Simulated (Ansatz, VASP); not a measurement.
# AlN in VASP and in Ansatz

File INCAR:

```
ALGO     = Normal         # electronic algorithm
EDIFF    = 1E-6           # SCF threshold, eV
ENCUT    = 520            # plane-wave cutoff, eV
GGA      = PE             # functional
ISIF     = 2              # what is computed and relaxed
ISMEAR   = 0              # smearing method
LASPH    = True           # aspherical terms in the spheres
LCHARG   = False          # write CHGCAR
LREAL    = False          # projectors in reciprocal space
LWAVE    = False          # write WAVECAR
NBANDS   = 16             # bands
NELM     = 80             # most SCF steps
PREC     = Accurate       # precision mode
SIGMA    = 0.011          # smearing width, eV
```

The input KPOINTS:

```
k-points
0
Gamma
  10 10 6
```

POSCAR

```
AlN
1.0
    3.1130000000      0.0000000000      0.0000000000
   -1.5565000000      2.6959370820      0.0000000000
    0.0000000000      0.0000000000      4.9810000000
Al N
2 2
Direct
    0.6666666667      0.3333333333      0.5000000000
    0.3333333333      0.6666666667      0.0000000000
    0.6666666667      0.3333333333      0.8800000000
    0.3333333333      0.6666666667      0.3800000000
```

input.yaml

```yaml
crystal:
  lattice:
    - [3.113, 0.0, 0.0]
    - [-1.5565, 2.695937082, 0.0]
    - [0.0, 0.0, 4.981]
  atoms:
    - { symbol: Al, position: [0.6666666667, 0.3333333333, 0.5] }
    - { symbol: Al, position: [0.3333333333, 0.6666666667, 0.0] }
    - { symbol: "N", position: [0.6666666667, 0.3333333333, 0.88] }
    - { symbol: "N", position: [0.3333333333, 0.6666666667, 0.38] }
hamiltonian:
  xc: pbe
  pseudopotentials: { kind: paw }
kpoints:
  mp_grid: { grid: [10, 10, 6] }
scf:
  occupations: { method: gaussian, width: 0.011 }
output:
  forces: true
  stress: true
  eigenvalues: true
  write_density: true
  write_potential: true
  elf: true
  volumetric_format: npy
```

Alike in both runs: task single point; functional PBE; k mesh 10 × 10 × 6; occupations gaussian, width 0.011 eV; no spin polarisation.

|  | VASP | Ansatz |
| --- | --- | --- |
| version | VASP 6.6.1 | Ansatz 0.2.0 |
| potentials or method | VASP PAW PBE potentials, release 64 (Al, N) | Ansatz PAW |
| plane-wave cutoff (eV) | 520 | 420 |
| valence electrons in the cell | 16 | 16 |

```csv
,VASP,Ansatz,Ansatz less VASP
gap on the k mesh at the Fermi level (eV),4.22,4.21,-0.011
least direct gap on the mesh (eV),4.22,4.21,-0.011
pressure (GPa),3.5,3.7,+0.25
"traceless stress, the component that is largest in VASP (GPa)",1.11,1.06,-0.051
rms of the force components (eV/Å),0.074,0.075,+0.0002
```

Atom by atom the forces differ by 0.000 eV/Å (rms over components).
